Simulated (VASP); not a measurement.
Write the native input for VASP 6.6.1 that does the following.

| Property | Result |
| --- | --- |
| Task | relaxation of cell and atoms |
| Functional | PBE |
| Potentials or basis | VASP PAW PBE potentials, release 64 (Zr_sv, Hf_pv, S) |
| Cutoff | 600 eV |
| k mesh | 12 × 12 × 4 |
| Occupations | gaussian, width 0.1 eV |
| Spin | no spin polarisation |
| Dipole correction | no |
| Further INCAR settings | ALGO = Normal; EDIFF = 1e-07; IBRION = 2; EDIFFG = -0.01; NSW = 100; ISIF = 3 |

The structure of HfZrS3 lies in POSCAR:

```
HfZrS3
1.0
    3.3986544768      0.0000000000      0.0000000000
    0.0000000000      3.3986544768      0.0000000000
    0.0000000000      0.0000000000      9.4977960462
Zr Hf S
1 1 3
Direct
    0.5000000000      0.5000000000      0.0000000000
    0.5000000000      0.5000000000      0.5000000000
    0.0000000000      0.0000000000      0.8491462839
    0.0000000000      0.0000000000      0.1508537161
    0.0000000000      0.0000000000      0.5000000000
```

These files were run (other wordings do the same):

INCAR

```
  ALGO = Normal
  EDIFF = 1E-7
  EDIFFG = -0.01
  ENCUT = 600
  GGA = PE
  IBRION = 2
  ISIF = 3
  ISMEAR = 0
  LASPH = T
  LCHARG = F
  LREAL = F
  LWAVE = F
  NELM = 100
  NSW = 100
  PREC = Accurate
  SIGMA = 0.1
```

KPOINTS

```
k-points
0
Gamma
  12 12 4
```

Potentials or basis: VASP PAW PBE potentials, release 64 (Zr_sv, Hf_pv, S).

Run with:

```bash
$ cat potpaw_PBE.64/Zr_sv/POTCAR potpaw_PBE.64/Hf_pv/POTCAR potpaw_PBE.64/S/POTCAR > POTCAR
$ mpirun -np 1 vasp_std > vasp.out
```

Results of the run:

```
Relaxed volume                         : 21.86 Å³/atom
Relaxed cell                           : a = 3.391 Å, b = 3.391 Å, c = 9.505 Å, α = 90.00°, β = 90.00°, γ = 90.00°
Space group after relaxing (to 0.05 Å) : P4/mmm (No. 123)
Energy gained by relaxing              : 0.3 meV/atom
Ionic steps                            : 5
Pressure after relaxing                : 0.0 GPa
Largest force after relaxing           : 0.008 eV/Å
Band gap on the k mesh                 : zero (band 20 reaches 6.18 eV, above the bottom of band 21 at 4.61 eV)
```

Caveat: spin-orbit coupling is left out, which moves the levels of the heavy elements; this functional lacks dispersion, which binds the layers, so the pressure and a relaxed spacing across them are unreliable.

It took 14 min on 1 thread of Intel(R) Xeon(R) Platinum 8259CL CPU @ 2.50GHz (Skylake/Cascade Lake), with other jobs on the host, peak memory 0.46 GiB.
